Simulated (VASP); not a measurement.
Input of a VASP 6.6.1 run:

File INCAR:

```
PREC = Accurate
ENCUT = 520
EDIFF = 1E-6
ISMEAR = 0
SIGMA = 0.01
LREAL = F
LASPH = T
NELM = 60
ALGO = Normal
ISIF = 2
LWAVE = F
LCHARG = F
GGA = PE
NBANDS = 12
```

File KPOINTS:

```
Automatic mesh
0
Gamma
  15 15 15
```

Contents of POSCAR:

```
Cu
1.0
    0.0000000000      1.8145751207      1.8145751207
    1.8145751207      0.0000000000      1.8145751207
    1.8145751207      1.8145751207      0.0000000000
Cu
1
Direct
    0.0000000000      0.0000000000      0.0000000000
```

Potentials or basis: VASP PAW PBE potentials, release 64 (Cu).

The run is started by

```sh
$ cat potpaw_PBE.64/Cu/POTCAR > POTCAR
$ mpirun -np 1 vasp_std > vasp.out
```

Task: What does it give for the pressure?

Result: 0.4 GPa.
